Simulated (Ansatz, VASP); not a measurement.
## Two plane-wave programs on Ti2O

```
Ti O
1.0
     2.91940    0.00000    0.00000
    -1.45970    2.52827    0.00000
     0.00000    0.00000    4.71300
Ti O
2 1
Cartesian
  1.4597 0.8428 1.3137
  0.0000 1.6855 3.3993
  0.0000 0.0000 0.0000
```

Alike in both runs: task single point; functional PBEsol; k mesh 18 × 18 × 10; occupations gaussian, width 0.1 eV; no spin polarisation.

```csv
,VASP,Ansatz
version,VASP 6.6.1,Ansatz 0.2.0
potentials or method,"VASP PAW PBE potentials, release 64 (Ti_sv, O), cutoff 520 eV","scalar-relativistic, plane waves, PAW"
valence electrons in the cell,30,30
```

|  | VASP | Ansatz | Ansatz less VASP |
| --- | --- | --- | --- |
| gap on the k mesh at the Fermi level (eV) | none | none | - |
| pressure (GPa) | 4.7 | 4.4 | -0.24 |
| traceless stress, the component that is largest in VASP (GPa) | 3.29 | 3.28 | -0.013 |
| rms of the force components (eV/Å) | 0.604 | 0.626 | +0.0225 |

VASP's potentials were made for PBE, not for PBEsol. Atom by atom the forces differ by 0.022 eV/Å (rms over components). A gap of «none» marks a metal or a gap that the smearing closes. The functional is the same, so the differences come from potentials, cutoffs and numerics.
